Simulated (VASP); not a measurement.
Crystal: Ag.

```
Ag
1.0
     0.00000    2.04500    2.04500
     2.04500    0.00000    2.04500
     2.04500    2.04500    0.00000
Ag
1
Direct
  0.00000 0.00000 0.00000
```

| Item | Value |
| --- | --- |
| Program | VASP 6.6.1 |
| Task | relaxation of cell and atoms |
| Functional | PBEsol |
| Potentials or basis | VASP PAW PBE potentials, release 64 (Ag) |
| Cutoff | 500 eV |
| k mesh | 9 × 9 × 9 |
| Occupations | gaussian, width 0.1 eV |
| Spin | no spin polarisation |

At the start: pressure -3.3 GPa; volume 17.10 Å³/atom.

Q: Where does the relaxation end?

A: Over 3 steps the energy falls by 5.3 meV/atom and the volume is 16.60 Å³/atom (-2.9 %); space group Fm-3m (No. 225, to 0.1 Å) before and after.

The path:
```csv
step,energy change (eV),largest force (eV/Å),pressure (GPa),volume (Å³)
1,0.0000,0.0000,-3.26,17.10
2,-0.0025,0.0000,2.68,16.26
3,-0.0053,0.0000,0.00,16.60
```

Final structure:
```
Ag
1.0
     0.00000    2.02485    2.02485
     2.02485    0.00000    2.02485
     2.02485    2.02485    0.00000
Ag
1
Direct
  0.00000 0.00000 0.00000
```

Caveat: the PAW data sets were made with another functional, which shifts forces and pressure a little.
